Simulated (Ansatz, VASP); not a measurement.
**One calculation of Mn, two programs**

```xyz
2
Lattice="0.0000 2.6011 2.6011 2.6011 0.0000 2.6011 2.6011 2.6011 0.0000" Properties=species:S:1:pos:R:3 pbc="T T T"
Mn    0.6503    0.6503    0.6503
Mn    4.5519    4.5519    4.5519
```

Alike in both runs: task single point; functional BLYP; k mesh 12 × 12 × 12; occupations fermi-dirac, width 0.05 eV; collinear spin.

|  | VASP | Ansatz |
| --- | --- | --- |
| version | VASP 6.6.1 | Ansatz 0.2.0 |
| potentials or method | VASP PAW PBE potentials, release 64 (Mn_pv), cutoff 520 eV | plane waves (420 eV) with PAW, scalar-relativistic |
| valence electrons in the cell | 26 | 30 |

```tsv
	VASP	Ansatz	Ansatz less VASP
pressure (GPa)	0.3	0.0	-0.25
net moment per atom (μB)	0.00	0.00	0.000
size of the moment on the site where the two differ most (μB)	2.24	2.09	-0.152
```

VASP's potentials were made for PBE, not for BLYP. Site moments also hang on the region over which each program counts them. VASP's potentials hold 26 valence electrons a cell and Ansatz's 30, so a difference there can come from the potentials and not from the codes.
